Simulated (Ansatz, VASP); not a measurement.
NbIn2Se3: VASP beside Ansatz

```
CELL_PARAMETERS angstrom
5.59217 0.00000 0.00000
0.00000 5.59217 0.00000
0.00000 0.00000 9.73907
ATOMIC_POSITIONS crystal
Nb 0.50000 0.50000 0.50000
In 0.50000 0.00000 0.50000
In 0.00000 0.50000 0.50000
Se 0.50000 0.50000 0.00000
Se 0.50000 0.50000 0.74654
Se 0.50000 0.50000 0.25346
```

Alike in both runs: functional PBE; k mesh 4 × 4 × 2; occupations gaussian, width 0.1 eV; no spin polarisation.

Ansatz relaxed the structure, and its values are those at the end. VASP's run is a single point on that final structure, the one shown.

```csv
,VASP,Ansatz
version,VASP 6.6.1,Ansatz 0.2.0
potentials or method,"VASP PAW PBE potentials, release 64 (Nb_sv, In_d, Se), cutoff 520 eV","scalar-relativistic, plane waves, PAW"
valence electrons in the cell,57,87
```

|  | VASP | Ansatz | Ansatz less VASP |
| --- | --- | --- | --- |
| gap on the k mesh at the Fermi level (eV) | none | none | - |
| pressure (GPa) | 0.0 | 0.0 | +0.03 |
| rms of the force components (eV/Å) | 0.007 | 0.012 | +0.0055 |

A gap of «none» marks a metal or a gap that the smearing closes. The functional is the same, so the differences come from potentials, cutoffs and numerics. VASP's potentials hold 57 valence electrons a cell and Ansatz's 87, so a difference there can come from the potentials and not from the codes.
